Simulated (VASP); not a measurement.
Wanted: the native input for a VASP 6.6.1 run.

```
Task                   : single point
Functional             : PBE
Potentials or basis    : VASP PAW PBE potentials, release 64 (Al, Ga_d, P)
Cutoff                 : 520 eV
k mesh                 : 12 × 12 × 4
Occupations            : gaussian, width 0.1 eV
Spin                   : no spin polarisation
Dipole correction      : no
Further INCAR settings : ALGO = Normal; EDIFF = 1e-07; NBANDS = 22
```

The structure of Al2GaP2 lies in POSCAR:

```
Al2GaP2
1.0
    3.3591880645      0.0000000000      0.0000000000
    0.0000000000      3.3591880645      0.0000000000
    0.0000000000      0.0000000000      9.6260978374
Al Ga P
2 1 2
Direct
    0.5000000000      0.5000000000      0.7554027481
    0.5000000000      0.5000000000      0.2445972519
    0.0000000000      0.0000000000      0.5000000000
    0.5000000000      0.5000000000      0.5000000000
    0.5000000000      0.5000000000      0.0000000000
```

The cell was built from a structure type or drawn by symmetry, and may not be a known phase.

These files were run (other wordings do the same):

INCAR

```
SYSTEM = Al2GaP2
ALGO = Normal
EDIFF = 1E-7
ENCUT = 520
GGA = PE
ISIF = 2
ISMEAR = 0
LASPH = .TRUE.
LCHARG = .FALSE.
LREAL = .FALSE.
LWAVE = .FALSE.
NBANDS = 22
NELM = 60
PREC = Accurate
SIGMA = 0.1
```

KPOINTS

```
k-points
0
G
  12 12 4
  0 0 0
```

Potentials or basis: VASP PAW PBE potentials, release 64 (Al, Ga_d, P).

The run is started by

```sh
$ cat potpaw_PBE.64/Al/POTCAR potpaw_PBE.64/Ga_d/POTCAR potpaw_PBE.64/P/POTCAR > POTCAR
$ mpirun -np 1 vasp_std > vasp.out
```

It gave:

The pressure is 0.0 GPa and the band gap on the k mesh is zero (an odd number of electrons rules out a gap without spin polarisation).

Run time: 5.1 min on 1 thread of Intel Xeon 8259CL (shared host), peak memory 0.35 GiB.
